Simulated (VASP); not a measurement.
Sn: single point with PBE

The system is Sn.

```
Sn
1.0
     0.00000    3.32806    3.32806
     3.32806    0.00000    3.32806
     3.32806    3.32806    0.00000
Sn
2
Cartesian
  0.0000 0.0000 0.0000
  1.6640 1.6640 1.6640
```

This isn't the form of Sn at room conditions, which is tetragonal (white tin).

```yaml
Program: VASP 6.6.1
Task: single point
Functional: PBE
Potentials_or_basis: VASP PAW PBE potentials, release 64 (Sn_d)
Cutoff: 520 eV
k_mesh: 10 × 10 × 10
Occupations: gaussian, width 0.05 eV
Spin: no spin polarisation
Dipole_correction: no
Further_INCAR_settings: ALGO = Normal; EDIFF = 1e-06; NBANDS = 21
```

- Pressure: 0.0 GPa
- Band gap on the k mesh: zero (bands 14 and 15 overlap by 0.23 eV)

Levels at points of the mesh, in eV from the Fermi level:
```tsv
k point	band 11	band 12	band 13	band 14	band 15	band 16	band 17	band 18
(0.00, 0.00, 0.00)	-10.05	-1.08	0.16	0.16	0.16	2.22	2.22	2.22
(0.50, 0.00, 0.00)	-8.57	-5.96	-0.93	-0.93	-0.07	3.27	3.27	5.76
(0.50, 0.50, 0.00)	-7.20	-7.20	-2.15	-2.15	0.97	0.97	7.32	7.32
```

Wall time 95 s on 1 thread of Intel Xeon 8259CL (shared host), peak memory 0.23 GiB.

Caveat: spin-orbit coupling is left out, which moves the levels of the heavy elements.
